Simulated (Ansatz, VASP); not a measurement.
## V: VASP beside Ansatz

```
CELL_PARAMETERS angstrom
-3.14099 3.14099 3.14099
3.14099 -3.14099 3.14099
3.14099 3.14099 -3.14099
ATOMIC_POSITIONS crystal
V 0.24999 0.24999 0.24999
V 0.50000 0.00000 0.25001
V 0.25001 0.50000 0.00000
V 0.00000 0.25001 0.50000
V 0.75001 0.75001 0.75001
V 0.50000 0.00000 0.74999
V 0.74999 0.50000 0.00000
V 0.00000 0.74999 0.50000
```

Alike in both runs: functional PBE; k mesh 4 × 4 × 4; occupations gaussian, width 0.1 eV; no spin polarisation.

Ansatz relaxed the structure, and its values are those at the end. VASP's run is a single point on that final structure, the one shown.

|  | VASP | Ansatz |
| --- | --- | --- |
| version | VASP 6.6.1 | Ansatz 0.2.0 |
| potentials or method | VASP PAW PBE potentials, release 64 (V_sv), cutoff 520 eV | scalar-relativistic, plane waves, PAW |
| valence electrons in the cell | 104 | 104 |

```csv
,VASP,Ansatz,Ansatz less VASP
gap on the k mesh at the Fermi level (eV),none,none,-
pressure (GPa),0.6,0.0,-0.65
```

A gap of «none» marks a metal or a gap that the smearing closes.
